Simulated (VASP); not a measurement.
# Al11P12 in VASP: single point with PBE

Aim: the single point of Al11P12 with PBE.

Everything below comes from runs of VASP 6.6.1. Logs are shortened: lines on timing, memory, paths and dates and some standing lists are left out, and cuts for length are marked.

## (1) The cell of the first run

The cell holds a slab with vacuum, 23 atoms: a = 7.709 Å, b = 7.709 Å, c = 25.081 Å, α = 90.00°, β = 90.00°, γ = 120.00°.

## (2) Single point, PBE, collinear spin (atoms taken out, then relaxed in part)

Contents of INCAR:

```
SYSTEM = Al11P12
PREC = Accurate
ENCUT = 400
EDIFF = 1E-6
ISMEAR = 0
SIGMA = 0.05
LREAL = .False.
LASPH = .True.
NELM = 200
ALGO = Normal
ISIF = 2
LWAVE = .False.
LCHARG = .False.
ISPIN = 2
MAGMOM = 0 0 0 0 0 0 0 0 0.5 0.5 0 0.5 0 0 0 0 0 0 0 0 0 0 0
LORBIT = 11
LDIPOL = .True.
IDIPOL = 3
DIPOL = 0.5 0.5 0.492
GGA = PE
NBANDS = 68
GGA_COMPAT = .False.
NELMDL = -8
KPAR = 4
```

Contents of KPOINTS:

```
Automatic mesh
0
Gamma
  6 6 1
  0 0 0
```

Contents of POSCAR:

```
Al11P12
1.0
    7.7088781277      0.0000000000      0.0000000000
   -3.8544390639      6.6760842933      0.0000000000
    0.0000000000      0.0000000000     25.0810564880
P Al
12 11
Direct
    0.0000000000      0.0000000000      0.3588365588
    0.0000000000      0.5000000000      0.3588365588
    0.5000000000      0.0000000000      0.3588365588
    0.5000000000      0.5000000000      0.3588365588
    0.1666666667      0.3333333333      0.4843151699
    0.1666666667      0.8333333333      0.4843151699
    0.6666666667      0.3333333333      0.4843151699
    0.6666666667      0.8333333333      0.4843151699
    0.3523549499      0.2047098998      0.6140357103
    0.3523549499      0.6476450501      0.6140357103
    0.8333333333      0.1666666667      0.6125089844
    0.7952901002      0.6476450501      0.6140357103
    0.1666666667      0.3333333333      0.3902062090
    0.1666666667      0.8333333333      0.3902062090
    0.6666666667      0.3333333333      0.3902062090
    0.6666666667      0.8333333333      0.3902062090
    0.3343362607      0.1686725214      0.5184633420
    0.3343362607      0.6656637393      0.5184633420
    0.8333333333      0.1666666667      0.5153506164
    0.8313274786      0.6656637393      0.5184633420
    0.0124289177     -0.0124289177      0.6153469666
    0.0124289177      0.5248578354      0.6153469666
    0.4751421646     -0.0124289177      0.6153469666
```

Potentials or basis: VASP PAW PBE potentials, release 64 (P, Al).

On the command line:

```bash
$ cat potpaw_PBE.64/P/POTCAR potpaw_PBE.64/Al/POTCAR > POTCAR
$ mpirun -np 4 vasp_std > vasp.out
```

OUTCAR:

```text
SYSTEM = Al11P12
   PREC = Accurate
   ENCUT = 400
   EDIFF = 1E-6
   ISMEAR = 0
   LREAL = .False.
   LASPH = .True.
   NELM = 200
   ISIF = 2
   ISPIN = 2
   LORBIT = 11
   GGA = PE
   NELMDL = -8

 ion  position               nearest neighbor table
   1  0.000  0.000  0.359-  16 2.36  13 2.36  14 2.36
   2  0.000  0.500  0.359-  15 2.36  14 2.36  13 2.36
   3  0.500  0.000  0.359-  14 2.36  15 2.36  16 2.36
   4  0.500  0.500  0.359-  13 2.36  16 2.36  15 2.36
   5  0.167  0.333  0.484-  19 2.36  13 2.36  17 2.38  18 2.38
   6  0.167  0.833  0.484-  14 2.36  18 2.40  20 2.40  17 2.40
   7  0.667  0.333  0.484-  19 2.36  15 2.36  17 2.38  20 2.38
   8  0.667  0.833  0.484-  19 2.36  16 2.36  20 2.38  18 2.38
   9  0.352  0.205  0.614-  21 2.30  23 2.30  17 2.41
  10  0.352  0.648  0.614-  22 2.30  23 2.30  18 2.41
  11  0.833  0.167  0.613-  23 2.39  22 2.39  21 2.39  19 2.44
  12  0.795  0.648  0.614-  22 2.30  21 2.30  20 2.41
  13  0.167  0.333  0.390-   5 2.36   4 2.36   1 2.36   2 2.36
  14  0.167  0.833  0.390-   6 2.36   3 2.36   2 2.36   1 2.36
  15  0.667  0.333  0.390-   7 2.36   2 2.36   3 2.36   4 2.36
  16  0.667  0.833  0.390-   8 2.36   1 2.36   4 2.36   3 2.36
  17  0.334  0.169  0.518-   5 2.38   7 2.38   6 2.40   9 2.41  21 3.25  23 3.25
  18  0.334  0.666  0.518-   8 2.38   5 2.38   6 2.40  10 2.41  22 3.25  23 3.25
  19  0.833  0.167  0.515-   7 2.36   5 2.36   8 2.36  11 2.44
  20  0.831  0.666  0.518-   8 2.38   7 2.38   6 2.40  12 2.41  22 3.25  21 3.25
  21  0.012  0.988  0.615-   9 2.30  12 2.30  11 2.39  17 3.25  20 3.25
  22  0.012  0.525  0.615-  10 2.30  12 2.30  11 2.39  18 3.25  20 3.25
  23  0.475  0.988  0.615-   9 2.30  10 2.30  11 2.39  17 3.25  18 3.25

  LATTYP: Found a hexagonal cell.
 ALAT       =     7.7088781277
 C/A-ratio  =     3.2535287330

  Lattice vectors:

 A1 = (   7.7088781277,   0.0000000000,   0.0000000000)
 A2 = (  -3.8544390639,   6.6760842933,   0.0000000000)
 A3 = (   0.0000000000,   0.0000000000,  25.0810564880)

Analysis of symmetry for initial positions (statically):
=====================================================================
 Subroutine PRICEL returns:
 Original cell was already a primitive cell.

 Routine SETGRP: Setting up the symmetry group for a
 hexagonal supercell.

 Subroutine GETGRP returns: Found  6 space group operations
 (whereof  2 operations were pure point group operations)
 out of a pool of 24 trial point group operations.

The static configuration has the point symmetry C_1h.
 The point group associated with its full space group is C_3v.

Analysis of symmetry for dynamics (positions and initial velocities):
=====================================================================
 Subroutine PRICEL returns:
 Original cell was already a primitive cell.

 Routine SETGRP: Setting up the symmetry group for a
 hexagonal supercell.

 Subroutine GETGRP returns: Found  6 space group operations
 (whereof  2 operations were pure point group operations)
 out of a pool of 24 trial point group operations.

The dynamic configuration has the point symmetry C_1h.
 The point group associated with its full space group is C_3v.

Analysis of structural, dynamic, and magnetic symmetry:
=====================================================================
 Subroutine PRICEL returns:
 Original cell was already a primitive cell.

 Routine SETGRP: Setting up the symmetry group for a
 hexagonal supercell.

 Subroutine GETGRP returns: Found  6 space group operations
 (whereof  2 operations were pure point group operations)
 out of a pool of 24 trial point group operations.

The overall configuration has the point symmetry C_1h.
 The point group associated with its full space group is C_3v.

 Subroutine INISYM returns: Found  6 space group operations
 (whereof  2 operations are pure point group operations),
 and found     1 'primitive' translations

----------------------------------------------------------------------------------------

                                     Primitive cell

  volume of cell :    1290.7996

  direct lattice vectors                    reciprocal lattice vectors
     7.708878128  0.000000000  0.000000000     0.129720562  0.074894201  0.000000000
    -3.854439064  6.676084293  0.000000000     0.000000000  0.149788402  0.000000000
     0.000000000  0.000000000 25.081056488     0.000000000  0.000000000  0.039870729

  length of vectors
     7.708878128  7.708878128 25.081056488     0.149788402  0.149788402  0.039870729

  position of ions in fractional coordinates (direct lattice)
     0.000000000  0.000000000  0.358836559
     0.000000000  0.500000000  0.358836559
     0.500000000  0.000000000  0.358836559
     0.500000000  0.500000000  0.358836559
     0.166666667  0.333333333  0.484315170
     0.166666667  0.833333333  0.484315170
[... 15 lines left out ...]
     0.012428918  0.524857835  0.615346967
     0.475142165  0.987571082  0.615346967

[... 59 lines left out ...]
  0.333333  0.166667  0.000000     12.000000
  0.333333  0.333333  0.000000      2.000000
   k-points           NKPTS =      7   k-points in BZ     NKDIM =      7   number of bands    NBANDS=     68
   number of dos      NEDOS =    301   number of ions     NIONS =     23
   total plane-waves  NPLWV = 420000
   dimension x,y,z NGX =    50 NGY =   50 NGZ =  168
   dimension x,y,z NGXF=   100 NGYF=  100 NGZF=  336
   ions per type =              12  11
   NGX,Y,Z   is equivalent  to a cutoff of  10.78, 10.78, 11.14 a.u.
   NGXF,Y,Z  is equivalent  to a cutoff of  21.57, 21.57, 22.27 a.u.
 SYSTEM =  Al11P12
   PREC   = accura    normal or accurate (medium, high low for compatibility)
   ISTART =      0    job   : 0-new  1-cont  2-samecut
   ICHARG =      2    charge: 1-file 2-atom 10-const
   ISPIN  =      2    spin polarized calculation?
   LNONCOLLINEAR =      F non collinear calculations
   LSORBIT =      F    spin-orbit coupling
   LASPH  =      T    aspherical Exc in radial PAW
   ENCUT  =  400.0 eV  29.40 Ry    5.42 a.u.  12.57 12.57 40.90*2*pi/ulx,y,z
   NELM   =    200;   NELMIN=  2; NELMDL= -8     # of ELM steps
   EDIFF  = 0.1E-05   stopping-criterion for ELM
   LREAL  =      F    real-space projection
   EDIFFG = 0.1E-04   stopping-criterion for IOM
   NSW    =      0    number of steps for IOM
   IBRION =     -1    ionic relax: 0-MD 1-quasi-New 2-CG
   NFREE  =      0    steps in history (QN), initial steepest desc. (CG)
   ISIF   =      2    stress and relaxation
   ISYM   =      2    0-nonsym 1-usesym 2-fastsym
   POTIM  = 0.5000    time-step for ionic-motion
   TEBEG  =    0.0;   TEEND  =   0.0 temperature during run
   PSTRESS=    0.0 pullay stress
   NELECT =      93.0000    total number of electrons
   NUPDOWN=      -1.0000    fix difference up-down
   EMIN   =  10.00;   EMAX   =-10.00  energy-range for DOS
   EFERMI =   0.00;   METHOD = LEGACY
   ISMEAR =     0;   SIGMA  =   0.05  broadening in eV -4-tet -1-fermi 0-gaus
   EFERMI_NEDOS =   21; number of points for ismear=-14 and -15
   IALGO  =     38    algorithm
   IMIX   =      4    mixing-type and parameters
     AMIX     =   0.40;   BMIX     =  1.00
     AMIX_MAG =   1.60;   BMIX_MAG =  1.00
  volume/ion in A,a.u.               =      56.12       378.73
  Fermi-wavevector in a.u.,A,eV,Ry     =   0.681213  1.287306  6.313798  0.464051
  Thomas-Fermi vector in A             =   1.759930
   LORBIT       =     11    0 simple, 1 ext, 2 COOP (PROOUT), +10 PAW based schemes
   GGA     = PE    functional components
   LHFCALC =     F    Hartree Fock is set to
   AEXX    =    0.0000 exact exchange contribution
   IVDW    =     0    specifies the selected vdW correction
   LEPSILON=     F    determine dielectric tensor
   LRPA    =     F    only Hartree local field effects (RPA)
 spin polarized calculation
 Gauss-broadening in eV      SIGMA  =   0.05
  energy-cutoff  :      400.00
  volume of cell :     1290.80
 maximum number of plane-waves:     23498
   NGX = 25   NGY = 25   NGZ = 81

 number of electron      92.9999997 magnetization       1.6578709

 dipolmoment           0.000000      0.000000     -0.332898 electrons x Angstroem

 Free energy of the ion-electron system (eV)
  ---------------------------------------------------
  ext. energy  EPLUGINS =         0.00000000
  ---------------------------------------------------
  free energy    TOTEN  =      -111.21251923 eV

  energy without entropy =     -111.18419946  energy(sigma->0) =     -111.19835934

 E-fermi :  -1.4439     XC(G=0):  -3.8625

 val. band max:       -1.4474434730   @ k =   0.5000   0.0000   0.0000
 cond. band min:      -1.4429190194   @ k =   0.0000   0.0000   0.0000
 fundamental gap:      0.0045244536
 Fermi energy:        -1.4438516619

 spin component 1

 k-point     1 :       0.0000    0.0000    0.0000
  band No.  band energies     occupation
      1     -13.1140      1.00000
      2     -12.3329      1.00000
      3     -11.6483      1.00000
      4     -11.5313      1.00000
      5     -11.5171      1.00000
      6     -11.5171      1.00000
[... 416 lines left out ...]
     57       2.4073      0.00000
     58       2.5695      0.00000
 Fermi energy:        -1.4438516619

 spin component 2

 k-point     1 :       0.0000    0.0000    0.0000
  band No.  band energies     occupation
      1     -13.0776      1.00000
      2     -12.2684      1.00000
      3     -11.5365      1.00000
      4     -11.4763      1.00000
      5     -11.4763      1.00000
      6     -11.4449      1.00000
[... 416 lines left out ...]
     57       2.4473      0.00000
     58       2.5992      0.00000
 [bands above 58 left out]

------------------------ aborting loop because EDIFF is reached ----------------------------------------

 vacuum level on the upper side and lower side of the slab       (xc-potential included)        -0.576         0.566

  FORCE on cell =-STRESS in cart. coord.  units (eV):
  Direction    XX          YY          ZZ          XY          YZ          ZX
  --------------------------------------------------------------------------------------
  -------------------------------------------------------------------------------------
  Total        4.3654485      4.3654485      1.8902735     -0.0000000      0.0000000      0.0000000
  in kB        5.4185194      5.4185194      2.3462615     -0.0000000      0.0000000      0.0000000
  external PRESSURE =       4.3944334 kB  Pullay stress =       0.0000000 kB

 VOLUME and BASIS-vectors are now :
 -----------------------------------------------------------------------------
  energy-cutoff  :      400.00
  volume of cell :     1290.80
      direct lattice vectors                 reciprocal lattice vectors
     7.708878128  0.000000000  0.000000000     0.129720562  0.074894201  0.000000000
    -3.854439064  6.676084293  0.000000000     0.000000000  0.149788402  0.000000000
     0.000000000  0.000000000 25.081056488     0.000000000  0.000000000  0.039870729

 POSITION                                       TOTAL-FORCE (eV/Angst)
 -----------------------------------------------------------------------------------
      0.00000      0.00000      9.00000        -0.018217      0.010518      0.417896
     -1.92722      3.33804      9.00000         0.000000     -0.021035      0.417896
      3.85444      0.00000      9.00000         0.018217      0.010518      0.417896
      1.92722      3.33804      9.00000         0.000000      0.000000      0.410903
      0.00000      2.22536     12.14714         0.059328      0.034253      0.342081
     -1.92722      5.56340     12.14714         0.000000      0.000000      0.439425
[... 15 lines left out ...]
     -1.92722      3.50400     15.43355        -0.000000      0.011489     -0.004656
     -0.14372      6.59311     15.43355        -0.009950     -0.005744     -0.004656
 -----------------------------------------------------------------------------------
    total drift:                               -0.000001     -0.000000      0.000768

  FREE ENERGIE OF THE ION-ELECTRON SYSTEM (eV)
  ---------------------------------------------------
  free  energy   TOTEN  =      -111.2125192268 eV

  energy  without entropy=     -111.1841994576  energy(sigma->0) =     -111.19835934

 vacuum level on the upper side and lower side of the slab         2.983         4.153

 total charge

# of ion       s       p       d       tot
------------------------------------------
    1        1.046   1.485   0.000   2.531
    2        1.046   1.485   0.000   2.531
    3        1.046   1.485   0.000   2.531
    4        1.045   1.490   0.000   2.534
    5        1.019   1.573   0.000   2.592
    6        1.022   1.558   0.000   2.580
[... 15 lines left out ...]
   22        0.434   0.348   0.000   0.782
   23        0.434   0.348   0.000   0.782
--------------------------------------------------
tot         16.959  22.294   0.000  39.253

 magnetization (x)

# of ion       s       p       d       tot
------------------------------------------
    1        0.015   0.234   0.000   0.250
    2        0.015   0.234   0.000   0.250
    3        0.015   0.234   0.000   0.250
    4       -0.013  -0.199   0.000  -0.212
    5        0.001   0.017   0.000   0.018
    6        0.002   0.052   0.000   0.054
[... 15 lines left out ...]
   22        0.000   0.002   0.000   0.002
   23        0.000   0.002   0.000   0.002
--------------------------------------------------
tot          0.039   0.673   0.000   0.712
```

It took 20 min on 4 MPI ranks of Intel Xeon Platinum 8375C at 2.90GHz (Ice Lake), shared host; peak memory 1.5 GiB.

Results:

```yaml
Free_energy: -111.2125 eV
Largest_force: 0.788 eV/Å
Net_moment: 1.66 μB per cell
Site_moments: P +0.25, -0.21, +0.02, +0.05, -0.00 (each value once); Al +0.00, +0.01, -0.01 (each value once) μB
Valence_electrons_inside_the_program's_atomic_spheres: P 2.53, 2.59, 2.58, 2.54, 2.57 (each value once); Al 0.79, 0.78, 0.77 (each value once)
```

Forces in eV/Å, atoms in the order of the input:
```
P   -0.018  0.011  0.418
P    0.000 -0.021  0.418
P    0.018  0.011  0.418
P    0.000  0.000  0.411
P    0.059  0.034  0.342
P    0.000  0.000  0.439
P   -0.059  0.034  0.342
P    0.000 -0.069  0.342
P    0.000 -0.009 -0.011
P   -0.008  0.004 -0.011
P    0.000  0.000  0.005
P    0.008  0.004 -0.011
Al   0.069  0.040 -0.784
Al   0.000  0.000 -0.744
Al  -0.069  0.040 -0.784
Al   0.000 -0.080 -0.784
Al   0.000 -0.004  0.005
Al  -0.003  0.002  0.005
Al   0.000  0.000 -0.007
Al   0.003  0.002  0.005
Al   0.010 -0.006 -0.005
Al   0.000  0.011 -0.005
Al  -0.010 -0.006 -0.005
```

Caveat: the cell differs from its parent crystal (atoms taken out, then relaxed in part); a moment this small can come from the mesh or the smearing.
